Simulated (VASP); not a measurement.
# Na2Se3 (P-3m1) in VASP: single point with PBE

Aim: the single point of Na2Se3 with PBE.

All numbers are computed with VASP 6.6.1; they aren't measurements. Logs are shortened: lines on timing, memory, paths and dates and some standing lists are left out, and cuts for length are marked.

## Step 1: The cell of the first run

The structure is trigonal, space group P-3m1 (No. 164). The conventional cell has a = 4.457 Å, b = 4.457 Å, c = 8.269 Å, α = 90.00°, β = 90.00°, γ = 120.00°. Na (site symmetry 3m) has 7 Se at 2.86 to 3.63 Å and 3 Na at 3.59 Å within 3.8 Å. Within 3.8 Å of Se (site symmetry -3m) lie 6 Na at 2.86 Å. Se (site symmetry 3m) has 3 Se at 2.65 Å and 4 Na at 3.20 to 3.63 Å within 3.7 Å.

## Step 2: Single point, PBE

INCAR reads:

```
SYSTEM = Na2Se3
ALGO     = Normal         ! electronic algorithm
EDIFF    = 1E-6           ! SCF threshold, eV
ENCUT    = 520            ! plane-wave cutoff, eV
GGA      = PE             ! functional
ISIF     = 2              ! what is computed and relaxed
ISMEAR   = 0              ! smearing method
LASPH    = .True.         ! aspherical terms in the spheres
LCHARG   = .False.        ! write CHGCAR
LREAL    = .False.        ! projectors in reciprocal space
LWAVE    = .False.        ! write WAVECAR
NBANDS   = 24             ! bands
NELM     = 60             ! most SCF steps
PREC     = Accurate       ! precision mode
SIGMA    = 0.1            ! smearing width, eV
```

KPOINTS reads:

```
k-points
0
Gamma
  12 12 6
  0 0 0
```

POSCAR reads:

```
Na2Se3
1.0
    4.4570839931      0.0000000000      0.0000000000
   -2.2285419965      3.8599479648      0.0000000000
    0.0000000000      0.0000000000      8.2694195323
Na Se
2 3
Direct
    0.3333333333      0.6666666667      0.1517618196
    0.6666666667      0.3333333333      0.8482381804
    0.0000000000      0.0000000000      0.0000000000
    0.3333333333      0.6666666667      0.5382415948
    0.6666666667      0.3333333333      0.4617584052
```

Potentials or basis: VASP PAW PBE potentials, release 64 (Na_pv, Se).

Command:

```bash
cat potpaw_PBE.64/Na_pv/POTCAR potpaw_PBE.64/Se/POTCAR > POTCAR
mpirun -np 1 vasp_std > vasp.out
```

OUTCAR:

```text
SYSTEM = Na2Se3
   EDIFF = 1E-6
   ENCUT = 520
   GGA = PE
   ISIF = 2
   ISMEAR = 0
   LASPH = .True.
   LREAL = .False.
   NELM = 60
   PREC = Accurate

 ion  position               nearest neighbor table
   1  0.333  0.667  0.152-
   2  0.667  0.333  0.848-
   3  0.000  0.000  0.000-
   4  0.333  0.667  0.538-   5 2.65   5 2.65   5 2.65
   5  0.667  0.333  0.462-   4 2.65   4 2.65   4 2.65

  LATTYP: Found a hexagonal cell.
 ALAT       =     4.4570839931
 C/A-ratio  =     1.8553429877

  Lattice vectors:

 A1 = (   4.4570839931,   0.0000000000,   0.0000000000)
 A2 = (  -2.2285419965,   3.8599479648,   0.0000000000)
 A3 = (   0.0000000000,   0.0000000000,   8.2694195323)

Analysis of symmetry for initial positions (statically):
=====================================================================
 Subroutine PRICEL returns:
 Original cell was already a primitive cell.

 Routine SETGRP: Setting up the symmetry group for a
 hexagonal supercell.

 Subroutine GETGRP returns: Found 12 space group operations
 (whereof 12 operations were pure point group operations)
 out of a pool of 24 trial point group operations.

The static configuration has the point symmetry D_3d.

Analysis of symmetry for dynamics (positions and initial velocities):
=====================================================================
 Subroutine PRICEL returns:
 Original cell was already a primitive cell.

 Routine SETGRP: Setting up the symmetry group for a
 hexagonal supercell.

 Subroutine GETGRP returns: Found 12 space group operations
 (whereof 12 operations were pure point group operations)
 out of a pool of 24 trial point group operations.

The dynamic configuration has the point symmetry D_3d.

 Subroutine INISYM returns: Found 12 space group operations
 (whereof 12 operations are pure point group operations),
 and found     1 'primitive' translations

----------------------------------------------------------------------------------------

                                     Primitive cell

  volume of cell :     142.2680

  direct lattice vectors                    reciprocal lattice vectors
     4.457083993  0.000000000  0.000000000     0.224361937  0.129535425  0.000000000
    -2.228541997  3.859947965  0.000000000     0.000000000  0.259070850  0.000000000
     0.000000000  0.000000000  8.269419532     0.000000000  0.000000000  0.120927472

  length of vectors
     4.457083993  4.457083993  8.269419532     0.259070850  0.259070850  0.120927472

  position of ions in fractional coordinates (direct lattice)
     0.333333333  0.666666667  0.151761820
     0.666666667  0.333333333  0.848238180
     0.000000000  0.000000000  0.000000000
     0.333333333  0.666666667  0.538241595
     0.666666667  0.333333333  0.461758405

  ion indices of the primitive-cell ions
   primitive index   ion index
                 1           1
                 2           2
                 3           3
                 4           4
                 5           5

----------------------------------------------------------------------------------------

 KPOINTS: k-points

Automatic generation of k-mesh.
 Grid dimensions read from file:
 generate k-points for:   12   12    6

 Generating k-lattice:

  Cartesian coordinates                     Fractional coordinates (reciprocal lattice)
     0.018696828  0.010794619  0.000000000     0.083333333  0.000000000  0.000000000
     0.000000000  0.021589237  0.000000000     0.000000000  0.083333333  0.000000000
     0.000000000  0.000000000  0.020154579     0.000000000  0.000000000  0.166666667

  Length of vectors
     0.021589237  0.021589237  0.020154579

  Shift w.r.t. Gamma in fractional coordinates (k-lattice)
     0.000000000  0.000000000  0.000000000

 Subroutine IBZKPT returns following result:
 ===========================================

 Found    100 irreducible k-points:

 Following reciprocal coordinates:
            Coordinates               Weight
  0.000000  0.000000  0.000000      1.000000
  0.083333 -0.000000  0.000000      6.000000
  0.166667  0.000000  0.000000      6.000000
  0.250000  0.000000  0.000000      6.000000
  0.333333 -0.000000  0.000000      6.000000
  0.416667 -0.000000  0.000000      6.000000
[... 16 lines left out ...]
  0.166667  0.000000  0.166667      6.000000
  0.000000  0.166667  0.166667      6.000000
 [... further k-points ...]
   k-points           NKPTS =    100   k-points in BZ     NKDIM =    100   number of bands    NBANDS=     24
   number of dos      NEDOS =    301   number of ions     NIONS =      5
   total plane-waves  NPLWV =  82944
   dimension x,y,z NGX =    36 NGY =   36 NGZ =   64
   dimension x,y,z NGXF=    72 NGYF=   72 NGZF=  128
   ions per type =               2   3
   NGX,Y,Z   is equivalent  to a cutoff of  13.43, 13.43, 12.87 a.u.
   NGXF,Y,Z  is equivalent  to a cutoff of  26.86, 26.86, 25.73 a.u.
 SYSTEM =  Na2Se3
   PREC   = accura    normal or accurate (medium, high low for compatibility)
   ISTART =      0    job   : 0-new  1-cont  2-samecut
   ICHARG =      2    charge: 1-file 2-atom 10-const
   ISPIN  =      1    spin polarized calculation?
   LNONCOLLINEAR =      F non collinear calculations
   LSORBIT =      F    spin-orbit coupling
   LASPH  =      T    aspherical Exc in radial PAW
   ENCUT  =  520.0 eV  38.22 Ry    6.18 a.u.   8.29  8.29 15.38*2*pi/ulx,y,z
   NELM   =     60;   NELMIN=  2; NELMDL= -5     # of ELM steps
   EDIFF  = 0.1E-05   stopping-criterion for ELM
   LREAL  =      F    real-space projection
   EDIFFG = 0.1E-04   stopping-criterion for IOM
   NSW    =      0    number of steps for IOM
   IBRION =     -1    ionic relax: 0-MD 1-quasi-New 2-CG
   NFREE  =      0    steps in history (QN), initial steepest desc. (CG)
   ISIF   =      2    stress and relaxation
   ISYM   =      2    0-nonsym 1-usesym 2-fastsym
   POTIM  = 0.5000    time-step for ionic-motion
   TEBEG  =    0.0;   TEEND  =   0.0 temperature during run
   PSTRESS=    0.0 pullay stress
   NELECT =      32.0000    total number of electrons
   NUPDOWN=      -1.0000    fix difference up-down
   EMIN   =  10.00;   EMAX   =-10.00  energy-range for DOS
   EFERMI =   0.00;   METHOD = LEGACY
   ISMEAR =     0;   SIGMA  =   0.10  broadening in eV -4-tet -1-fermi 0-gaus
   EFERMI_NEDOS =   21; number of points for ismear=-14 and -15
   IALGO  =     38    algorithm
   IMIX   =      4    mixing-type and parameters
     AMIX     =   0.40;   BMIX     =  1.00
     AMIX_MAG =   1.60;   BMIX_MAG =  1.00
  volume/ion in A,a.u.               =      28.45       192.01
  Fermi-wavevector in a.u.,A,eV,Ry     =   0.995610  1.881429 13.486617  0.991238
  Thomas-Fermi vector in A             =   2.127641
   LORBIT       =      0    0 simple, 1 ext, 2 COOP (PROOUT), +10 PAW based schemes
   GGA     = PE    functional components
   LHFCALC =     F    Hartree Fock is set to
   AEXX    =    0.0000 exact exchange contribution
   IVDW    =     0    specifies the selected vdW correction
   LEPSILON=     F    determine dielectric tensor
   LRPA    =     F    only Hartree local field effects (RPA)
 non-spin polarized calculation
 Gauss-broadening in eV      SIGMA  =   0.10
  energy-cutoff  :      520.00
  volume of cell :      142.27
 maximum number of plane-waves:      3855
 NGX is ok and might be reduce to    36
   NGX = 17   NGY = 17   NGZ = 31

 number of electron      31.9999999 magnetization

 Free energy of the ion-electron system (eV)
  ---------------------------------------------------
  ext. energy  EPLUGINS =         0.00000000
  ---------------------------------------------------
  free energy    TOTEN  =       -15.51780198 eV

  energy without entropy =      -15.50283769  energy(sigma->0) =      -15.51031983

 E-fermi :   0.9681     XC(G=0):  -7.9054

 val. band max:        0.9636888491   @ k =   0.0000   0.1667   0.1667
 cond. band min:       0.9692304565   @ k =   0.1667   0.0000   0.0000
 fundamental gap:      0.0055416075
 Fermi energy:         0.9680764109

 k-point     1 :       0.0000    0.0000    0.0000
  band No.  band energies     occupation
      1     -21.8205      2.00000
      2     -21.7989      2.00000
      3     -21.7761      2.00000
      4     -21.7761      2.00000
      5     -21.7692      2.00000
      6     -21.7692      2.00000
[... 16 lines left out ...]
     23       8.2965      0.00000
     24       8.2965      0.00000

 k-point     2 :       0.0833   -0.0000    0.0000
  band No.  band energies     occupation
      1     -21.8202      2.00000
      2     -21.7993      2.00000
      3     -21.7764      2.00000
      4     -21.7763      2.00000
      5     -21.7695      2.00000
      6     -21.7691      2.00000
[... 16 lines left out ...]
     23       8.1460      0.00000
     24       8.5141      0.00000

 k-point     3 :       0.1667    0.0000    0.0000
  band No.  band energies     occupation
      1     -21.8193      2.00000
      2     -21.8005      2.00000
      3     -21.7772      2.00000
      4     -21.7770      2.00000
      5     -21.7703      2.00000
      6     -21.7687      2.00000
[... 16 lines left out ...]
     23       7.8842      0.00000
     24       8.1664      0.00000

 k-point     4 :       0.2500    0.0000    0.0000
  band No.  band energies     occupation
      1     -21.8180      2.00000
      2     -21.8024      2.00000
      3     -21.7782      2.00000
      4     -21.7780      2.00000
      5     -21.7713      2.00000
      6     -21.7684      2.00000
[... 16 lines left out ...]
     23       7.6482      0.00000
     24       8.1914      0.00000

 k-point     5 :       0.3333   -0.0000    0.0000
  band No.  band energies     occupation
      1     -21.8163      2.00000
      2     -21.8047      2.00000
      3     -21.7792      2.00000
      4     -21.7791      2.00000
      5     -21.7720      2.00000
      6     -21.7681      2.00000
[... 451 lines left out ...]
 k-point    22 :       0.0000    0.0833    0.1667
  band No.  band energies     occupation
      1     -21.8201      2.00000
      2     -21.7994      2.00000
      3     -21.7764      2.00000
      4     -21.7763      2.00000
      5     -21.7695      2.00000
      6     -21.7691      2.00000
[... 16 lines left out ...]
     23       8.0970      0.00000
     24       8.4357      0.00000

 k-point    23 :       0.1667    0.0000    0.1667
  band No.  band energies     occupation
      1     -21.8193      2.00000
      2     -21.8006      2.00000
      3     -21.7772      2.00000
      4     -21.7770      2.00000
      5     -21.7703      2.00000
      6     -21.7687      2.00000
[... 16 lines left out ...]
     23       7.8209      0.00000
     24       8.3454      0.00000

 k-point    24 :       0.0000    0.1667    0.1667
  band No.  band energies     occupation
      1     -21.8193      2.00000
      2     -21.8006      2.00000
      3     -21.7772      2.00000
      4     -21.7770      2.00000
      5     -21.7703      2.00000
      6     -21.7687      2.00000
[... 16 lines left out ...]
     23       7.9579      0.00000
     24       8.0224      0.00000

 [... further k-points ...]
[... 5 lines left out ...]
  --------------------------------------------------------------------------------------
  -------------------------------------------------------------------------------------
  Total        0.0434458      0.0434458      0.0229087      0.0000000      0.0000000      0.0000000
  in kB        0.4892730      0.4892730      0.2579907      0.0000000      0.0000000      0.0000000
  external PRESSURE =       0.4121789 kB  Pullay stress =       0.0000000 kB

 VOLUME and BASIS-vectors are now :
 -----------------------------------------------------------------------------
  energy-cutoff  :      520.00
  volume of cell :      142.27
      direct lattice vectors                 reciprocal lattice vectors
     4.457083993  0.000000000  0.000000000     0.224361937  0.129535425  0.000000000
    -2.228541997  3.859947965  0.000000000     0.000000000  0.259070850  0.000000000
     0.000000000  0.000000000  8.269419532     0.000000000  0.000000000  0.120927472

 POSITION                                       TOTAL-FORCE (eV/Angst)
 -----------------------------------------------------------------------------------
     -0.00000      2.57330      1.25498        -0.000000      0.000000      0.005860
      2.22854      1.28665      7.01444         0.000000     -0.000000     -0.005860
      0.00000      0.00000      0.00000         0.000000      0.000000      0.000000
     -0.00000      2.57330      4.45095        -0.000000     -0.000000     -0.002002
      2.22854      1.28665      3.81847         0.000000      0.000000      0.002002
 -----------------------------------------------------------------------------------
    total drift:                                0.000000      0.000000     -0.000000

  FREE ENERGIE OF THE ION-ELECTRON SYSTEM (eV)
  ---------------------------------------------------
  free  energy   TOTEN  =       -15.5178019829 eV

  energy  without entropy=      -15.5028376854  energy(sigma->0) =      -15.51031983
```

It took 5.4 min on 1 thread of AMD EPYC 7R43 (Zen 3), shared host; peak memory 0.42 GiB.

What came out:

```yaml
Free_energy: -15.5178 eV
Pressure: 0.0 GPa
Largest_force: 0.006 eV/Å
Band_gap_on_the_k_mesh: zero (bands 16 and 17 overlap by 0.25 eV)
```

Forces in eV/Å, atoms in the order of the input:
```
Na   0.000  0.000  0.006
Na   0.000  0.000 -0.006
Se   0.000  0.000  0.000
Se   0.000  0.000 -0.002
Se   0.000  0.000  0.002
```

Levels at points of the mesh, in eV from the Fermi level:
```csv
k point,band 14,band 15,band 16,band 17,band 18,band 19
"(0.00, 0.00, 0.00)",-0.66,-0.25,-0.25,0.15,0.15,2.86
"(0.50, 0.00, 0.00)",-1.70,-0.38,-0.27,1.52,1.81,4.58
"(0.00, 0.00, 0.50)",-0.23,-0.21,-0.21,0.11,0.11,3.85
"(0.50, 0.00, 0.50)",-1.47,-0.39,-0.28,1.45,1.84,4.27
```
